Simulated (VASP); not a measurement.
# Si2Ni (Fmmm) in VASP: notebook

Si2Ni is run at these levels: PBEsol; tasks: single point.

Program: VASP 6.6.1. These are calculated values, not measurements. Logs are shortened: lines on timing, memory, paths and dates and some standing lists are left out, and cuts for length are marked.

## Step 1: The cell of the first run

The structure is orthorhombic, space group Fmmm (No. 69). The conventional cell has a = 5.297 Å, b = 5.391 Å, c = 5.486 Å, α = 90.00°, β = 90.00°, γ = 90.00°. Within 3.1 Å of Si (site symmetry 222) lie 4 Ni at 2.33 Å and 6 Si at 2.65 to 2.74 Å. Within 3.1 Å of Ni (site symmetry mmm) lie 8 Si at 2.33 Å.

## Step 2: Single point, PBEsol (strain +0.0175 x Voigt [1, -1, 0, 0, 0, 0])

INCAR reads:

```
SYSTEM = Si2Ni
ALGO     = Normal         ! electronic algorithm
EDIFF    = 1E-7           ! SCF threshold, eV
ENCUT    = 520            ! plane-wave cutoff, eV
GGA      = PS             ! functional
ISIF     = 2              ! what is computed and relaxed
ISMEAR   = 0              ! smearing method
LASPH    = .TRUE.         ! aspherical terms in the spheres
LCHARG   = .TRUE.         ! write CHGCAR
LELF     = .TRUE.         ! ELF
LREAL    = .FALSE.        ! projectors in reciprocal space
LVHAR    = .TRUE.       
LWAVE    = .FALSE.        ! write WAVECAR
NBANDS   = 16             ! bands
NELM     = 80             ! most SCF steps
PREC     = Accurate       ! precision mode
SIGMA    = 0.15           ! smearing width, eV
```

KPOINTS reads:

```
k-points
0
G
  16 16 16
  0 0 0
```

POSCAR reads:

```
Si2Ni
1.0
    0.0000000000      2.6485300198      2.6957048548
    2.7428796898      0.0000000000      2.6957048548
    2.7428796898      2.6485300198      0.0000000000
Si Ni
2 1
Direct
    0.2500000000      0.2500000000      0.2500000000
    0.7500000000      0.7500000000      0.7500000000
    0.0000000000      0.0000000000      0.0000000000
```

Potentials or basis: VASP PAW PBE potentials, release 64 (Si, Ni).

Launch:

```
$ cat potpaw_PBE.64/Si/POTCAR potpaw_PBE.64/Ni/POTCAR > POTCAR
$ mpirun -np 1 vasp_std > vasp.out
```

OUTCAR:

```text
SYSTEM = Si2Ni
   EDIFF = 1E-7
   ENCUT = 520
   GGA = PS
   ISIF = 2
   ISMEAR = 0
   LASPH = .TRUE.
   LREAL = .FALSE.
   NELM = 80
   PREC = Accurate

 ion  position               nearest neighbor table
   1  0.250  0.250  0.250-   3 2.33   3 2.33   3 2.33   3 2.33   2 2.65   2 2.65   2 2.70   2 2.70
                             2 2.74   2 2.74
   2  0.750  0.750  0.750-   3 2.33   3 2.33   3 2.33   3 2.33   1 2.65   1 2.65   1 2.70   1 2.70
                             1 2.74   1 2.74
   3  0.000  0.000  0.000-   2 2.33   2 2.33   2 2.33   1 2.33   2 2.33   1 2.33   1 2.33   1 2.33

  LATTYP: Found a face centered orthorhombic cell.
 ALAT       =     5.2970600396
 B/A-ratio  =     1.0178117049
 C/A-ratio  =     1.0356234097

  Lattice vectors:

 A1 = (  -2.7428796898,   0.0000000000,  -2.6957048548)
 A2 = (  -2.7428796898,   2.6485300198,   0.0000000000)
 A3 = (   0.0000000000,   2.6485300198,  -2.6957048548)

Analysis of symmetry for initial positions (statically):
=====================================================================
 Subroutine PRICEL returns:
 Original cell was already a primitive cell.

 Routine SETGRP: Setting up the symmetry group for a
 face centered orthorhombic supercell.

 Subroutine GETGRP returns: Found  8 space group operations
 (whereof  8 operations were pure point group operations)
 out of a pool of  8 trial point group operations.

The static configuration has the point symmetry D_2h.

Analysis of symmetry for dynamics (positions and initial velocities):
=====================================================================
 Subroutine PRICEL returns:
 Original cell was already a primitive cell.

 Routine SETGRP: Setting up the symmetry group for a
 face centered orthorhombic supercell.

 Subroutine GETGRP returns: Found  8 space group operations
 (whereof  8 operations were pure point group operations)
 out of a pool of  8 trial point group operations.

The dynamic configuration has the point symmetry D_2h.

 Subroutine INISYM returns: Found  8 space group operations
 (whereof  8 operations are pure point group operations),
 and found     1 'primitive' translations

----------------------------------------------------------------------------------------

                                     Primitive cell

  volume of cell :      39.1664

  direct lattice vectors                    reciprocal lattice vectors
     0.000000000  2.648530020  2.695704855    -0.182290168  0.188783966  0.185480246
     2.742879690  0.000000000  2.695704855     0.182290168 -0.188783966  0.185480246
     2.742879690  2.648530020  0.000000000     0.182290168  0.188783966 -0.185480246

  length of vectors
     3.779091945  3.845804683  3.812886080     0.321359632  0.321359632  0.321359632

  position of ions in fractional coordinates (direct lattice)
     0.250000000  0.250000000  0.250000000
     0.750000000  0.750000000  0.750000000
     0.000000000  0.000000000  0.000000000

  ion indices of the primitive-cell ions
   primitive index   ion index
                 1           1
                 2           2
                 3           3

----------------------------------------------------------------------------------------

 KPOINTS: k-points

Automatic generation of k-mesh.
 Grid dimensions read from file:
 generate k-points for:   16   16   16

 Generating k-lattice:

  Cartesian coordinates                     Fractional coordinates (reciprocal lattice)
    -0.011393136  0.011798998  0.011592515     0.062500000 -0.000000000  0.000000000
     0.011393136 -0.011798998  0.011592515    -0.000000000  0.062500000  0.000000000
     0.011393136  0.011798998 -0.011592515     0.000000000  0.000000000  0.062500000

  Length of vectors
     0.020084977  0.020084977  0.020084977

  Shift w.r.t. Gamma in fractional coordinates (k-lattice)
     0.000000000  0.000000000  0.000000000

 Subroutine IBZKPT returns following result:
 ===========================================

 Found    621 irreducible k-points:

 Following reciprocal coordinates:
            Coordinates               Weight
  0.000000  0.000000  0.000000      1.000000
  0.062500 -0.000000 -0.000000      8.000000
  0.125000 -0.000000 -0.000000      8.000000
  0.187500  0.000000  0.000000      8.000000
  0.250000 -0.000000 -0.000000      8.000000
  0.312500 -0.000000 -0.000000      8.000000
[... 16 lines left out ...]
 -0.125000  0.062500 -0.000000      8.000000
 -0.062500  0.062500  0.000000      4.000000
 [... further k-points ...]
   k-points           NKPTS =    621   k-points in BZ     NKDIM =    621   number of bands    NBANDS=     16
   number of dos      NEDOS =    301   number of ions     NIONS =      3
   total plane-waves  NPLWV =  23520
   dimension x,y,z NGX =    28 NGY =   30 NGZ =   28
   dimension x,y,z NGXF=    56 NGYF=   60 NGZF=   56
   ions per type =               2   1
   NGX,Y,Z   is equivalent  to a cutoff of  12.32, 12.97, 12.21 a.u.
   NGXF,Y,Z  is equivalent  to a cutoff of  24.63, 25.94, 24.42 a.u.
 SYSTEM =  Si2Ni
   PREC   = accura    normal or accurate (medium, high low for compatibility)
   ISTART =      0    job   : 0-new  1-cont  2-samecut
   ICHARG =      2    charge: 1-file 2-atom 10-const
   ISPIN  =      1    spin polarized calculation?
   LNONCOLLINEAR =      F non collinear calculations
   LSORBIT =      F    spin-orbit coupling
   LASPH  =      T    aspherical Exc in radial PAW
   ENCUT  =  520.0 eV  38.22 Ry    6.18 a.u.   7.03  7.15  7.09*2*pi/ulx,y,z
   NELM   =     80;   NELMIN=  2; NELMDL= -5     # of ELM steps
   EDIFF  = 0.1E-06   stopping-criterion for ELM
   LREAL  =      F    real-space projection
   EDIFFG = 0.1E-05   stopping-criterion for IOM
   NSW    =      0    number of steps for IOM
   IBRION =     -1    ionic relax: 0-MD 1-quasi-New 2-CG
   NFREE  =      0    steps in history (QN), initial steepest desc. (CG)
   ISIF   =      2    stress and relaxation
   ISYM   =      2    0-nonsym 1-usesym 2-fastsym
   POTIM  = 0.5000    time-step for ionic-motion
   TEBEG  =    0.0;   TEEND  =   0.0 temperature during run
   PSTRESS=    0.0 pullay stress
   NELECT =      18.0000    total number of electrons
   NUPDOWN=      -1.0000    fix difference up-down
   EMIN   =  10.00;   EMAX   =-10.00  energy-range for DOS
   EFERMI =   0.00;   METHOD = LEGACY
   ISMEAR =     0;   SIGMA  =   0.15  broadening in eV -4-tet -1-fermi 0-gaus
   EFERMI_NEDOS =   21; number of points for ismear=-14 and -15
   IALGO  =     38    algorithm
   IMIX   =      4    mixing-type and parameters
     AMIX     =   0.40;   BMIX     =  1.00
     AMIX_MAG =   1.60;   BMIX_MAG =  1.00
  volume/ion in A,a.u.               =      13.06        88.10
  Fermi-wavevector in a.u.,A,eV,Ry     =   1.263362  2.387407 21.716021  1.596082
  Thomas-Fermi vector in A             =   2.396722
   LORBIT       =      0    0 simple, 1 ext, 2 COOP (PROOUT), +10 PAW based schemes
   GGA     = PS    functional components
   LHFCALC =     F    Hartree Fock is set to
   AEXX    =    0.0000 exact exchange contribution
   IVDW    =     0    specifies the selected vdW correction
   LEPSILON=     F    determine dielectric tensor
   LRPA    =     F    only Hartree local field effects (RPA)
 non-spin polarized calculation
 Gauss-broadening in eV      SIGMA  =   0.15
  energy-cutoff  :      520.00
  volume of cell :       39.17
 maximum number of plane-waves:      1072
   NGX = 13   NGY = 15   NGZ = 15

 number of electron      17.9999994 magnetization

 Free energy of the ion-electron system (eV)
  ---------------------------------------------------
  ext. energy  EPLUGINS =         0.00000000
  ---------------------------------------------------
  free energy    TOTEN  =       -18.98209133 eV

  energy without entropy =      -18.97222165  energy(sigma->0) =      -18.97715649

 E-fermi :  10.4787     XC(G=0): -11.7372

 val. band max:       10.4744130132   @ k =  -0.1250   0.3750   0.3750
 cond. band min:      10.4795172352   @ k =   0.3125   0.1250   0.0625
 fundamental gap:      0.0051042219
 Fermi energy:        10.4787051923

 k-point     1 :       0.0000    0.0000    0.0000
  band No.  band energies     occupation
      1      -3.4511      2.00000
      2       5.1561      2.00000
      3       5.2178      2.00000
      4       5.2744      2.00000
      5       6.8727      2.00000
      6       6.9609      2.00000
[... 8 lines left out ...]
     15      15.2069      0.00000
     16      15.8212      0.00000

 k-point     2 :       0.0625   -0.0000   -0.0000
  band No.  band energies     occupation
      1      -3.3927      2.00000
      2       5.0807      2.00000
      3       5.2128      2.00000
      4       5.2757      2.00000
      5       6.8615      2.00000
      6       6.9491      2.00000
[... 8 lines left out ...]
     15      14.9905      0.00000
     16      15.5396      0.00000

 k-point     3 :       0.1250   -0.0000   -0.0000
  band No.  band energies     occupation
      1      -3.2179      2.00000
      2       4.7558      2.00000
      3       5.2636      2.00000
      4       5.3200      2.00000
      5       6.8338      2.00000
      6       6.9191      2.00000
[... 8 lines left out ...]
     15      14.8000      0.00000
     16      15.1334      0.00000

 k-point     4 :       0.1875    0.0000    0.0000
  band No.  band energies     occupation
      1      -2.9286      2.00000
      2       4.2291      2.00000
      3       5.3492      2.00000
      4       5.3906      2.00000
      5       6.8064      2.00000
      6       6.8854      2.00000
[... 8 lines left out ...]
     15      15.1276      0.00000
     16      15.7484      0.00000
[... 324 lines left out ...]
 k-point    22 :      -0.1875    0.0625    0.0000
  band No.  band energies     occupation
      1      -2.7559      2.00000
      2       3.9997      2.00000
      3       5.3004      2.00000
      4       5.4727      2.00000
      5       6.7294      2.00000
      6       6.9251      2.00000
[... 8 lines left out ...]
     15      15.4437      0.00000
     16      16.7241      0.00000

 k-point    23 :      -0.1250    0.0625   -0.0000
  band No.  band energies     occupation
      1      -3.0825      2.00000
      2       4.5559      2.00000
      3       5.2487      2.00000
      4       5.3722      2.00000
      5       6.7795      2.00000
      6       6.9304      2.00000
[... 8 lines left out ...]
     15      15.1083      0.00000
     16      15.7746      0.00000

 k-point    24 :      -0.0625    0.0625    0.0000
  band No.  band energies     occupation
      1      -3.2954      2.00000
      2       4.9219      2.00000
      3       5.2264      2.00000
      4       5.2949      2.00000
      5       6.8323      2.00000
      6       6.9419      2.00000
[... 8 lines left out ...]
     15      14.9394      0.00000
     16      15.4208      0.00000

 [... further k-points ...]

------------------------ aborting loop because EDIFF is reached ----------------------------------------

  FORCE on cell =-STRESS in cart. coord.  units (eV):
  Direction    XX          YY          ZZ          XY          YZ          ZX
  --------------------------------------------------------------------------------------
  -------------------------------------------------------------------------------------
  Total       -0.2215826      0.2506125      0.0189788      0.0000000     -0.0000000      0.0000000
  in kB       -9.0642573     10.2517813      0.7763635      0.0000000     -0.0000000      0.0000000
  external PRESSURE =       0.6546292 kB  Pullay stress =       0.0000000 kB

 VOLUME and BASIS-vectors are now :
 -----------------------------------------------------------------------------
  energy-cutoff  :      520.00
  volume of cell :       39.17
      direct lattice vectors                 reciprocal lattice vectors
     0.000000000  2.648530020  2.695704855    -0.182290168  0.188783966  0.185480246
     2.742879690  0.000000000  2.695704855     0.182290168 -0.188783966  0.185480246
     2.742879690  2.648530020  0.000000000     0.182290168  0.188783966 -0.185480246

 POSITION                                       TOTAL-FORCE (eV/Angst)
 -----------------------------------------------------------------------------------
      1.37144      1.32427      1.34785        -0.000000      0.000000      0.000000
      4.11432      3.97280      4.04356        -0.000000     -0.000000     -0.000000
      0.00000      0.00000      0.00000         0.000000      0.000000      0.000000
 -----------------------------------------------------------------------------------
    total drift:                               -0.000000     -0.000000      0.000000

  FREE ENERGIE OF THE ION-ELECTRON SYSTEM (eV)
  ---------------------------------------------------
  free  energy   TOTEN  =       -18.9820913251 eV

  energy  without entropy=      -18.9722216468  energy(sigma->0) =      -18.97715649
```

It took 6.1 min on 1 thread of Intel Xeon 6975P-C, shared host; peak memory 0.47 GiB.

What came out:

| Quantity | Value |
| --- | --- |
| Free energy | -18.9821 eV |
| Pressure | 0.1 GPa |
| Band gap on the k mesh | zero (band 9 reaches 12.21 eV, above the bottom of band 10 at 9.96 eV) |

Stress tensor (GPa, compression positive):
```
-0.91  0.00  0.00
 0.00  1.03  0.00
 0.00  0.00  0.08
```

Caveat: the cell differs from its parent crystal (strain +0.0175 x Voigt [1, -1, 0, 0, 0, 0]); the PAW data sets were made with another functional, which shifts forces and pressure a little. Spin polarisation is off, so any magnetic state and its effect on volume and gap are missing.

## Step 3: Single point, PBEsol (strain +0.0125 x Voigt [1, -1, 0, 0, 0, 0])

INCAR reads:

```
PREC = Accurate ; ENCUT = 520
EDIFF = 1E-7 ; ISMEAR = 0
SIGMA = 0.15 ; LREAL = F
LASPH = T ; NELM = 80
ALGO = Normal ; ISIF = 2
LWAVE = F ; LCHARG = F
GGA = PS ; NBANDS = 16
```

KPOINTS reads:

```
regular mesh
0
Gamma
  16 16 16
```

POSCAR reads:

```
Si2Ni
1.0
    0.0000000000      2.6620085441      2.6957048548
    2.7294011655      0.0000000000      2.6957048548
    2.7294011655      2.6620085441      0.0000000000
Si Ni
2 1
Direct
    0.2500000000      0.2500000000      0.2500000000
    0.7500000000      0.7500000000      0.7500000000
    0.0000000000      0.0000000000      0.0000000000
```

Potentials or basis: VASP PAW PBE potentials, release 64 (Si, Ni).

Launch:

```
$ cat potpaw_PBE.64/Si/POTCAR potpaw_PBE.64/Ni/POTCAR > POTCAR
$ mpirun -np 1 vasp_std > vasp.out
```

OUTCAR:

```text
PREC = Accurate
   ENCUT = 520
   EDIFF = 1E-7
   ISMEAR = 0
   LREAL = F
   LASPH = T
   NELM = 80
   ISIF = 2
   GGA = PS

 ion  position               nearest neighbor table
   1  0.250  0.250  0.250-   3 2.33   3 2.33   3 2.33   3 2.33   2 2.66   2 2.66   2 2.70   2 2.70
                             2 2.73   2 2.73
   2  0.750  0.750  0.750-   3 2.33   3 2.33   3 2.33   3 2.33   1 2.66   1 2.66   1 2.70   1 2.70
                             1 2.73   1 2.73
   3  0.000  0.000  0.000-   2 2.33   2 2.33   1 2.33   1 2.33   2 2.33   1 2.33   2 2.33   1 2.33

[... 654 lines left out ...]
  FORCE on cell =-STRESS in cart. coord.  units (eV):
  Direction    XX          YY          ZZ          XY          YZ          ZX
  --------------------------------------------------------------------------------------
  -------------------------------------------------------------------------------------
  Total       -0.1548172      0.1733465      0.0130693      0.0000000      0.0000000      0.0000000
  in kB       -6.3321415      7.0900045      0.5345461      0.0000000      0.0000000      0.0000000
  external PRESSURE =       0.4308030 kB  Pullay stress =       0.0000000 kB

 VOLUME and BASIS-vectors are now :
 -----------------------------------------------------------------------------
  energy-cutoff  :      520.00
  volume of cell :       39.17
      direct lattice vectors                 reciprocal lattice vectors
     0.000000000  2.662008544  2.695704855    -0.183190367  0.187828097  0.185480246
     2.729401166  0.000000000  2.695704855     0.183190367 -0.187828097  0.185480246
     2.729401166  2.662008544  0.000000000     0.183190367  0.187828097 -0.185480246

 POSITION                                       TOTAL-FORCE (eV/Angst)
 -----------------------------------------------------------------------------------
      1.36470      1.33100      1.34785        -0.000000      0.000000     -0.000000
      4.09410      3.99301      4.04356         0.000000     -0.000000      0.000000
      0.00000      0.00000      0.00000         0.000000      0.000000     -0.000000
 -----------------------------------------------------------------------------------
    total drift:                               -0.000000     -0.000000      0.000000

  FREE ENERGIE OF THE ION-ELECTRON SYSTEM (eV)
  ---------------------------------------------------
  free  energy   TOTEN  =       -18.9840916744 eV

  energy  without entropy=      -18.9740670272  energy(sigma->0) =      -18.97907935
```

Wall time 6.1 min (1 thread of Intel Xeon 6975P-C, shared host); peak memory 0.47 GiB.

What came out:

| Quantity | Value |
| --- | --- |
| Free energy | -18.9841 eV |
| Pressure | 0.0 GPa |
| Band gap on the k mesh | zero (band 9 reaches 12.21 eV, above the bottom of band 10 at 9.99 eV) |

Stress tensor (GPa, compression positive):
```
-0.63  0.00  0.00
 0.00  0.71  0.00
 0.00  0.00  0.05
```

Caveat: the cell differs from its parent crystal (strain +0.0125 x Voigt [1, -1, 0, 0, 0, 0]); the PAW data sets were made with another functional, which shifts forces and pressure a little. Spin polarisation is off, so any magnetic state and its effect on volume and gap are missing.

## Step 4: Single point, PBEsol (strain +0.0075 x Voigt [1, -1, 0, 0, 0, 0])

INCAR reads:

```
SYSTEM = Si2Ni
ALGO = Normal
EDIFF = 1E-6
ENCUT = 520
GGA = PS
ISIF = 2
ISMEAR = 0
LASPH = .TRUE.
LCHARG = .TRUE.
LELF = .TRUE.
LREAL = .FALSE.
LVHAR = .TRUE.
LWAVE = .FALSE.
NBANDS = 16
NELM = 100
PREC = Accurate
SIGMA = 0.15
```

KPOINTS reads:

```
k-points
0
G
  16 16 16
  0 0 0
```

POSCAR reads:

```
Si2Ni
1.0
    0.0000000000      2.6754870684      2.6957048548
    2.7159226412      0.0000000000      2.6957048548
    2.7159226412      2.6754870684      0.0000000000
Si Ni
2 1
Direct
    0.2500000000      0.2500000000      0.2500000000
    0.7500000000      0.7500000000      0.7500000000
    0.0000000000      0.0000000000      0.0000000000
```

Launch:

```
$ cat potpaw_PBE.64/Si/POTCAR potpaw_PBE.64/Ni/POTCAR > POTCAR
$ mpirun -np 1 vasp_std > vasp.out
```

Run time: 5.5 min. Hardware: 1 thread of Intel Xeon 6975P-C, shared host; peak memory 0.47 GiB.

It converged, with:

| Item | Value |
| --- | --- |
| Free energy | -18.9854 eV |
| Pressure | 0.0 GPa |
| Band gap on the k mesh | zero (band 9 reaches 12.21 eV, above the bottom of band 10 at 10.02 eV) |

Stress tensor (GPa, compression positive):
```
-0.43  0.00  0.00
 0.00  0.36  0.00
 0.00  0.00 -0.03
```

Levels at points of the mesh, in eV from the Fermi level:
| k point | band 6 | band 7 | band 8 | band 9 | band 10 | band 11 | band 12 | band 13 |
| --- | --- | --- | --- | --- | --- | --- | --- | --- |
| (0.00, 0.00, 0.00) | -3.55 | -0.20 | 1.63 | 1.73 | 1.82 | 2.16 | 2.25 | 2.33 |
| (0.50, 0.00, 0.00) | -3.39 | -3.38 | -1.51 | -1.41 | 1.77 | 1.79 | 1.83 | 2.67 |
| (0.50, 0.50, 0.00) | -3.69 | -3.64 | -3.50 | -3.15 | -0.41 | 1.33 | 7.76 | 8.15 |
| (0.50, 0.00, 0.50) | -3.67 | -3.65 | -3.47 | -3.16 | -0.46 | 1.29 | 7.78 | 8.23 |
| (0.00, 0.50, 0.50) | -3.69 | -3.66 | -3.52 | -3.15 | -0.36 | 1.38 | 7.75 | 8.30 |

Caveat: the cell differs from its parent crystal (strain +0.0075 x Voigt [1, -1, 0, 0, 0, 0]); the PAW data sets were made with another functional, which shifts forces and pressure a little. Spin polarisation is off, so any magnetic state and its effect on volume and gap are missing.

(Part 1 of 2 ends here.)
